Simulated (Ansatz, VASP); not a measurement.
**Sb3S2: VASP beside Ansatz**

The input INCAR:

```
ALGO = Normal
EDIFF = 1E-7
EDIFFG = -0.04
ENCUT = 600
GGA = PE
IBRION = 2
ISIF = 3
ISMEAR = 0
LASPH = T
LCHARG = F
LREAL = F
LWAVE = F
NELM = 60
NSW = 90
PREC = Accurate
SIGMA = 0.1
```

The input KPOINTS:

```
k-points
0
Gamma
  3 3 3
```

POSCAR

```
Sb3S2
1.0
    3.1329424100      1.8088051400      4.9063856000
   -3.1329424100      1.8088051400      4.9063856000
    0.0000000000     -3.6176102900      4.9063856000
Sb S
3 2
Direct
    0.2915393900      0.7191566200      0.2915393900
    0.2915393900      0.2915393900      0.7191566200
    0.7191566200      0.2915393900      0.2915393900
    0.2992105700      0.2992105700      0.2992105700
    0.9664030900      0.9664030900      0.9664030900
```

Input for Ansatz:

```yaml
crystal:
  lattice:
    - [3.13294241, 1.80880514, 4.9063856]
    - [-3.13294241, 1.80880514, 4.9063856]
    - [0.0, -3.61761029, 4.9063856]
  atoms:
    - { symbol: Sb, position: [0.29153939, 0.71915662, 0.29153939] }
    - { symbol: Sb, position: [0.29153939, 0.29153939, 0.71915662] }
    - { symbol: Sb, position: [0.71915662, 0.29153939, 0.29153939] }
    - { symbol: S, position: [0.29921057, 0.29921057, 0.29921057] }
    - { symbol: S, position: [0.96640309, 0.96640309, 0.96640309] }
basis:
  ecutwfc: 420
kpoints:
  mp_grid: { grid: [3, 3, 3] }
hamiltonian:
  xc: pbe
scf:
  occupations: { method: gaussian, width: 0.1 }
  lower_state_search: "off"
output:
  forces: true
  stress: true
  eigenvalues: true
relax:
  adjacent_minimum: "off"
  f_tol: 0.04
  max_steps: 70
  cell: { stress_tol: 0.4 }
```

Alike in both runs: task relaxation of cell and atoms; functional PBE; k mesh 3 × 3 × 3; occupations gaussian, width 0.1 eV; no spin polarisation.

|  | VASP | Ansatz |
| --- | --- | --- |
| version | VASP 6.6.1 | Ansatz 0.2.0 |
| potentials or method | VASP PAW PBE potentials, release 64 (Sb, S), cutoff 600 eV | scalar-relativistic, plane waves, PAW |
| valence electrons in the cell | 27 | 57 |

```csv
,VASP,Ansatz,Ansatz less VASP
"gap on the k mesh at the Fermi level, each at its own relaxed structure (eV)",none,none,-
relaxed volume (Å³/atom),32.88,32.81,-0.064
relaxed cell length with the largest relative difference (Å),5.945,5.936,-0.0096
```

A gap of «none» marks a metal or a gap that the smearing closes. VASP's potentials hold 27 valence electrons a cell and Ansatz's 57, so a difference there can come from the potentials and not from the codes.

The k mesh is coarse, so the values compare programs but aren't converged. Neither program's run includes spin-orbit coupling.
